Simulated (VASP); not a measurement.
# SiO (Pm-3m) in VASP: further runs

The runs below take SiO through relaxation of cell and atoms, with revPBE+D3(BJ), revPBE+D4.

All numbers are computed with VASP 6.6.1; they aren't measurements. Logs are shortened: lines on timing, memory, paths and dates and some standing lists are left out, and cuts for length are marked.

### 1 The cell of the first run

The structure is cubic, space group Pm-3m (No. 221). The conventional cell has a = 2.807 Å, b = 2.807 Å, c = 2.807 Å, α = 90.00°, β = 90.00°, γ = 90.00°. Si (site symmetry m-3m) has 8 O at 2.43 Å and 6 Si at 2.81 Å within 3.2 Å. O (site symmetry m-3m) has 8 Si at 2.43 Å and 6 O at 2.81 Å within 3.2 Å.

### 2 Relaxation of cell and atoms, revPBE+D3(BJ)

The input, INCAR:

```
PREC     = Accurate       # precision mode
ENCUT    = 600            # plane-wave cutoff, eV
EDIFF    = 1E-6           # SCF threshold, eV
ISMEAR   = -1             # smearing method
SIGMA    = 0.05           # smearing width, eV
LREAL    = F              # projectors in reciprocal space
LASPH    = T              # aspherical terms in the spheres
NELM     = 60             # most SCF steps
ALGO     = Normal         # electronic algorithm
ISIF     = 3              # what is computed and relaxed
LWAVE    = F              # write WAVECAR
LCHARG   = F              # write CHGCAR
GGA      = RE             # functional
IVDW     = 12             # dispersion correction
IBRION   = 2              # ionic algorithm
NSW      = 60             # ionic steps
EDIFFG   = -0.01          # ionic threshold
```

The input, KPOINTS:

```
regular mesh
0
Gamma
  9 9 9
```

The input, POSCAR:

```
SiO
1.0
    2.8069700000      0.0000000000      0.0000000000
    0.0000000000      2.8069700000      0.0000000000
    0.0000000000      0.0000000000      2.8069700000
Si O
1 1
Direct
    0.0000000000      0.0000000000      0.0000000000
    0.5000000000      0.5000000000      0.5000000000
```

Potentials or basis: VASP PAW PBE potentials, release 64 (Si, O).

Run with:

```sh
$ cat potpaw_PBE.64/Si/POTCAR potpaw_PBE.64/O/POTCAR > POTCAR
$ mpirun -np 1 vasp_std > vasp.out
```

OUTCAR:

```text
PREC = Accurate
   ENCUT = 600
   EDIFF = 1E-6
   ISMEAR = -1
   LREAL = F
   LASPH = T
   NELM = 60
   ISIF = 3
   GGA = RE
   IVDW = 12
   IBRION = 2
   NSW = 60
   EDIFFG = -0.01
 IVDW          = 12

 ion  position               nearest neighbor table
   1  0.000  0.000  0.000-   2 2.43   2 2.43   2 2.43   2 2.43   2 2.43   2 2.43   2 2.43   2 2.43

   2  0.500  0.500  0.500-   1 2.43   1 2.43   1 2.43   1 2.43   1 2.43   1 2.43   1 2.43   1 2.43

  LATTYP: Found a simple cubic cell.
 ALAT       =     2.8069700000

  Lattice vectors:

 A1 = (   2.8069700000,   0.0000000000,   0.0000000000)
 A2 = (   0.0000000000,   2.8069700000,   0.0000000000)
 A3 = (   0.0000000000,   0.0000000000,   2.8069700000)

Analysis of symmetry for initial positions (statically):
=====================================================================
 Subroutine PRICEL returns:
 Original cell was already a primitive cell.

 Routine SETGRP: Setting up the symmetry group for a
 simple cubic supercell.

 Subroutine GETGRP returns: Found 48 space group operations
 (whereof 48 operations were pure point group operations)
 out of a pool of 48 trial point group operations.

The static configuration has the point symmetry O_h .

Analysis of symmetry for dynamics (positions and initial velocities):
=====================================================================
 Subroutine PRICEL returns:
 Original cell was already a primitive cell.

 Routine SETGRP: Setting up the symmetry group for a
 simple cubic supercell.

 Subroutine GETGRP returns: Found 48 space group operations
 (whereof 48 operations were pure point group operations)
 out of a pool of 48 trial point group operations.

The dynamic configuration has the point symmetry O_h .

 Subroutine INISYM returns: Found 48 space group operations
 (whereof 48 operations are pure point group operations),
 and found     1 'primitive' translations

----------------------------------------------------------------------------------------

                                     Primitive cell

  volume of cell :      22.1163

  direct lattice vectors                    reciprocal lattice vectors
     2.806970000  0.000000000  0.000000000     0.356256034  0.000000000  0.000000000
     0.000000000  2.806970000  0.000000000     0.000000000  0.356256034  0.000000000
     0.000000000  0.000000000  2.806970000     0.000000000  0.000000000  0.356256034

  length of vectors
     2.806970000  2.806970000  2.806970000     0.356256034  0.356256034  0.356256034

  position of ions in fractional coordinates (direct lattice)
     0.000000000  0.000000000  0.000000000
     0.500000000  0.500000000  0.500000000

  ion indices of the primitive-cell ions
   primitive index   ion index
                 1           1
                 2           2

----------------------------------------------------------------------------------------

 KPOINTS: regular mesh

Automatic generation of k-mesh.
 Grid dimensions read from file:
 generate k-points for:    9    9    9

 Generating k-lattice:

  Cartesian coordinates                     Fractional coordinates (reciprocal lattice)
     0.039584004  0.000000000  0.000000000     0.111111111  0.000000000  0.000000000
     0.000000000  0.039584004  0.000000000     0.000000000  0.111111111  0.000000000
     0.000000000  0.000000000  0.039584004     0.000000000  0.000000000  0.111111111

  Length of vectors
     0.039584004  0.039584004  0.039584004

  Shift w.r.t. Gamma in fractional coordinates (k-lattice)
     0.000000000  0.000000000  0.000000000

 Subroutine IBZKPT returns following result:
 ===========================================

 Found     35 irreducible k-points:

 Following reciprocal coordinates:
            Coordinates               Weight
  0.000000  0.000000  0.000000      1.000000
  0.111111  0.000000  0.000000      6.000000
  0.222222  0.000000  0.000000      6.000000
  0.333333  0.000000  0.000000      6.000000
  0.444444  0.000000  0.000000      6.000000
  0.111111  0.111111  0.000000     12.000000
[... 16 lines left out ...]
  0.333333  0.333333  0.111111     24.000000
  0.444444  0.333333  0.111111     48.000000
 [... further k-points ...]
   k-points           NKPTS =     35   k-points in BZ     NKDIM =     35   number of bands    NBANDS=      9
   number of dos      NEDOS =    301   number of ions     NIONS =      2
   total plane-waves  NPLWV =  13824
   dimension x,y,z NGX =    24 NGY =   24 NGZ =   24
   dimension x,y,z NGXF=    48 NGYF=   48 NGZF=   48
   ions per type =               1   1
   NGX,Y,Z   is equivalent  to a cutoff of  14.21, 14.21, 14.21 a.u.
   NGXF,Y,Z  is equivalent  to a cutoff of  28.43, 28.43, 28.43 a.u.
 SYSTEM =  unknown system
   PREC   = accura    normal or accurate (medium, high low for compatibility)
   ISTART =      0    job   : 0-new  1-cont  2-samecut
   ICHARG =      2    charge: 1-file 2-atom 10-const
   ISPIN  =      1    spin polarized calculation?
   LNONCOLLINEAR =      F non collinear calculations
   LSORBIT =      F    spin-orbit coupling
   LASPH  =      T    aspherical Exc in radial PAW
   ENCUT  =  600.0 eV  44.10 Ry    6.64 a.u.   5.61  5.61  5.61*2*pi/ulx,y,z
   NELM   =     60;   NELMIN=  2; NELMDL= -5     # of ELM steps
   EDIFF  = 0.1E-05   stopping-criterion for ELM
   LREAL  =      F    real-space projection
   EDIFFG = -.1E-01   stopping-criterion for IOM
   NSW    =     60    number of steps for IOM
   IBRION =      2    ionic relax: 0-MD 1-quasi-New 2-CG
   NFREE  =      1    steps in history (QN), initial steepest desc. (CG)
   ISIF   =      3    stress and relaxation
   ISYM   =      2    0-nonsym 1-usesym 2-fastsym
   POTIM  = 0.5000    time-step for ionic-motion
   TEBEG  =    0.0;   TEEND  =   0.0 temperature during run
   PSTRESS=    0.0 pullay stress
   NELECT =      10.0000    total number of electrons
   NUPDOWN=      -1.0000    fix difference up-down
   EMIN   =  10.00;   EMAX   =-10.00  energy-range for DOS
   EFERMI =   0.00;   METHOD = LEGACY
   ISMEAR =    -1;   SIGMA  =   0.05  broadening in eV -4-tet -1-fermi 0-gaus
   EFERMI_NEDOS =   21; number of points for ismear=-14 and -15
   IALGO  =     38    algorithm
   IMIX   =      4    mixing-type and parameters
     AMIX     =   0.40;   BMIX     =  1.00
     AMIX_MAG =   1.60;   BMIX_MAG =  1.00
  volume/ion in A,a.u.               =      11.06        74.62
  Fermi-wavevector in a.u.,A,eV,Ry     =   1.256523  2.374484 21.481554  1.578850
  Thomas-Fermi vector in A             =   2.390227
   LORBIT       =      0    0 simple, 1 ext, 2 COOP (PROOUT), +10 PAW based schemes
   GGA     = RE    functional components
   LHFCALC =     F    Hartree Fock is set to
   AEXX    =    0.0000 exact exchange contribution
   IVDW    =    12    specifies the selected vdW correction
   LEPSILON=     F    determine dielectric tensor
   LRPA    =     F    only Hartree local field effects (RPA)
 conjugate gradient relaxation of ions
 non-spin polarized calculation
  energy-cutoff  :      600.00
  volume of cell :       22.12
 maximum number of plane-waves:       748
 NGX is ok and might be reduce to    24
   NGX = 11   NGY = 11   NGZ = 11

--------------------------------------- Ionic step        1  -------------------------------------------

 number of electron      10.0000005 magnetization

 Free energy of the ion-electron system (eV)
  ---------------------------------------------------
  ext. energy  EPLUGINS =         0.00000000
  ---------------------------------------------------
  free energy    TOTEN  =        -9.74969447 eV

  energy without entropy =       -9.74725956  energy(sigma->0) =       -9.74847702

------------------------ aborting loop because EDIFF is reached ----------------------------------------

 Edisp (eV)   -0.98215

 E8    (eV) :    -0.6364

  FORCE on cell =-STRESS in cart. coord.  units (eV):
  Direction    XX          YY          ZZ          XY          YZ          ZX
  --------------------------------------------------------------------------------------
  -------------------------------------------------------------------------------------
  Total      -0.22355    -0.22355    -0.22355     0.00000     0.00000    -0.00000
  in kB     -16.19452   -16.19452   -16.19452     0.00000     0.00000    -0.00000
  external pressure =      -16.19 kB  Pullay stress =        0.00 kB

 VOLUME and BASIS-vectors are now :
 -----------------------------------------------------------------------------
  energy-cutoff  :      600.00
  volume of cell :       22.12
      direct lattice vectors                 reciprocal lattice vectors
     2.806970000  0.000000000  0.000000000     0.356256034  0.000000000  0.000000000
     0.000000000  2.806970000  0.000000000     0.000000000  0.356256034  0.000000000
     0.000000000  0.000000000  2.806970000     0.000000000  0.000000000  0.356256034
[... 41 lines left out ...]
 POSITION                                       TOTAL-FORCE (eV/Angst)
 -----------------------------------------------------------------------------------
      0.00000      0.00000      0.00000        -0.000000      0.000000      0.000000
      1.39592      1.39592      1.39592         0.000000     -0.000000      0.000000
 -----------------------------------------------------------------------------------
    total drift:                                0.000000     -0.000000     -0.000000

  FREE ENERGIE OF THE ION-ELECTRON SYSTEM (eV)
  ---------------------------------------------------
  free  energy   TOTEN  =       -10.7350590069 eV

  energy  without entropy=      -10.7324707147  energy(sigma->0) =      -10.73376486

--------------------------------------- Ionic step        3  -------------------------------------------

 number of electron       9.9999999 magnetization

 Free energy of the ion-electron system (eV)
  ---------------------------------------------------
  ext. energy  EPLUGINS =         0.00000000
  ---------------------------------------------------
  free energy    TOTEN  =        -9.73284114 eV

  energy without entropy =       -9.72997764  energy(sigma->0) =       -9.73140939

 E-fermi :   8.6762     XC(G=0): -11.5466

 val. band max:        8.4436641201   @ k =   0.2222   0.2222   0.2222
 cond. band min:       8.7219681574   @ k =   0.4444   0.1111   0.1111
 fundamental gap:      0.2783040373
 Fermi energy:         8.6761662214

 k-point     1 :       0.0000    0.0000    0.0000
  band No.  band energies     occupation
      1     -11.6421      2.00000
      2       1.7054      2.00000
      3       5.1704      2.00000
      4       5.1704      2.00000
      5       5.1704      2.00000
      6      14.4460      0.00000
      7      14.4460      0.00000
      8      17.0378      0.00000
      9      17.0378      0.00000

 k-point     2 :       0.1111    0.0000    0.0000
  band No.  band energies     occupation
      1     -11.5221      2.00000
      2       1.2038      2.00000
      3       5.2541      2.00000
      4       5.2541      2.00000
      5       5.3293      2.00000
      6      13.8083      0.00000
      7      14.6454      0.00000
      8      16.8975      0.00000
      9      16.8975      0.00000
[... 253 lines left out ...]
 k-point    24 :       0.4444    0.3333    0.1111
  band No.  band energies     occupation
      1      -9.7630      2.00000
      2      -0.0748      2.00000
      3       2.0701      2.00000
      4       5.8052      2.00000
      5       5.9677      2.00000
      6      11.2774      0.00000
      7      12.0452      0.00000
      8      16.1306      0.00000
      9      18.8946      0.00000

 [... further k-points ...]

------------------------ aborting loop because EDIFF is reached ----------------------------------------

 Edisp (eV)   -1.00371

 E8    (eV) :    -0.6506

  FORCE on cell =-STRESS in cart. coord.  units (eV):
  Direction    XX          YY          ZZ          XY          YZ          ZX
  --------------------------------------------------------------------------------------
  -------------------------------------------------------------------------------------
  Total      -0.01770    -0.01770    -0.01770    -0.00000    -0.00000     0.00000
  in kB      -1.32380    -1.32380    -1.32380    -0.00000    -0.00000     0.00000
  external pressure =       -1.32 kB  Pullay stress =        0.00 kB

 VOLUME and BASIS-vectors are now :
 -----------------------------------------------------------------------------
  energy-cutoff  :      600.00
  volume of cell :       21.43
      direct lattice vectors                 reciprocal lattice vectors
     2.777480314 -0.000000000 -0.000000000     0.360038555 -0.000000000 -0.000000000
     0.000000000  2.777480314 -0.000000000     0.000000000  0.360038555 -0.000000000
     0.000000000  0.000000000  2.777480314     0.000000000  0.000000000  0.360038555

 POSITION                                       TOTAL-FORCE (eV/Angst)
 -----------------------------------------------------------------------------------
      0.00000      0.00000      0.00000        -0.000000     -0.000000      0.000000
      1.38874      1.38874      1.38874         0.000000      0.000000      0.000000
 -----------------------------------------------------------------------------------
    total drift:                                0.000000     -0.000000     -0.000000

  FREE ENERGIE OF THE ION-ELECTRON SYSTEM (eV)
  ---------------------------------------------------
  free  energy   TOTEN  =       -10.7365510465 eV

  energy  without entropy=      -10.7336875504  energy(sigma->0) =      -10.73511930

 reached required accuracy - stopping structural energy minimisation
```

Run time: 11 s. Hardware: 1 thread of Intel Xeon 6975P-C, shared host; peak memory 0.14 GiB.

What came out:

| Quantity | Value |
| --- | --- |
| Free energy | -10.7366 eV |
| Relaxed volume | 10.71 Å³/atom |
| Relaxed cell | a = 2.777 Å, b = 2.777 Å, c = 2.777 Å, α = 90.00°, β = 90.00°, γ = 90.00° |
| Space group after relaxing (to 0.05 Å) | Pm-3m (No. 221) |
| Energy gained by relaxing | 2.4 meV/atom |
| Ionic steps | 3 |
| Pressure after relaxing | -0.1 GPa |
| Band gap on the k mesh | zero (band 5 reaches 8.72 eV, above the bottom of band 6 at 8.00 eV) |
| Dispersion energy per atom | -0.502 eV |

Step by step:
| step | energy change (eV) | largest force (eV/Å) | pressure (GPa) | volume (Å³) |
| --- | --- | --- | --- | --- |
| 1 | 0.0000 | 0.0000 | -1.62 | 22.12 |
| 2 | -0.0032 | 0.0000 | -1.15 | 21.76 |
| 3 | -0.0047 | 0.0000 | -0.13 | 21.43 |

Final structure:
```
CELL_PARAMETERS angstrom
2.77748 0.00000 0.00000
0.00000 2.77748 0.00000
0.00000 0.00000 2.77748
ATOMIC_POSITIONS crystal
Si 0.00000 0.00000 0.00000
O 0.50000 0.50000 0.50000
```

Caveat: the PAW data sets were made with another functional, which shifts forces and pressure a little; pairwise dispersion overbinds metals, which lowers pressure and volume.

### 3 Relaxation of cell and atoms, revPBE+D4

The input, INCAR:

```
SYSTEM = SiO
ALGO = Normal
EDIFF = 1E-6
EDIFFG = -0.01
ENCUT = 600
GGA = RE
IBRION = 2
ISIF = 3
ISMEAR = -1
IVDW = 13
LASPH = .TRUE.
LCHARG = .FALSE.
LREAL = .FALSE.
LWAVE = .FALSE.
NELM = 100
NSW = 60
PREC = Accurate
SIGMA = 0.05
```

The input, KPOINTS:

```
k-points
0
G
  9 9 9
  0 0 0
```

POSCAR is that of step 2.

Potentials or basis: VASP PAW PBE potentials, release 64 (Si, O).

Run with:

```sh
$ cat potpaw_PBE.64/Si/POTCAR potpaw_PBE.64/O/POTCAR > POTCAR
$ mpirun -np 1 vasp_std > vasp.out
```

It took 20 s on 1 thread of Intel Xeon 6975P-C, shared host; peak memory 0.14 GiB.

Results (log left out):

```
Free energy                            : -10.8863 eV
Relaxed volume                         : 10.76 Å³/atom
Relaxed cell                           : a = 2.781 Å, b = 2.781 Å, c = 2.781 Å, α = 90.00°, β = 90.00°, γ = 90.00°
Space group after relaxing (to 0.05 Å) : Pm-3m (No. 221)
Energy gained by relaxing              : 2.6 meV/atom
Ionic steps                            : 6
Pressure after relaxing                : 0.0 GPa
Band gap on the k mesh                 : zero (band 5 reaches 8.66 eV, above the bottom of band 6 at 7.95 eV)
Dispersion energy per atom             : -0.575 eV
```

Step by step:
```csv
step,energy change (eV),largest force (eV/Å),pressure (GPa),volume (Å³)
1,0.0000,0.0000,-0.81,22.12
2,-0.0018,0.0000,-2.00,21.94
3,-0.0041,0.0000,-1.49,21.75
4,-0.0047,0.0000,1.20,21.36
5,-0.0053,0.0000,-0.17,21.53
6,-0.0053,0.0000,0.00,21.51
```

Final structure:
```xyz
2
Lattice="2.7811 0.0000 0.0000 0.0000 2.7811 0.0000 0.0000 0.0000 2.7811" Properties=species:S:1:pos:R:3 pbc="T T T"
Si    0.0000    0.0000    0.0000
O     1.3906    1.3906    1.3906
```

Levels at points of the mesh, in eV from the Fermi level:
```tsv
k point	band 1	band 2	band 3	band 4	band 5	band 6	band 7	band 8	band 9
(0.00, 0.00, 0.00)	-20.27	-6.97	-3.48	-3.48	-3.48	5.78	5.78	8.33	8.33
```

Caveat: the PAW data sets were made with another functional, which shifts forces and pressure a little; pairwise dispersion overbinds metals, which lowers pressure and volume.
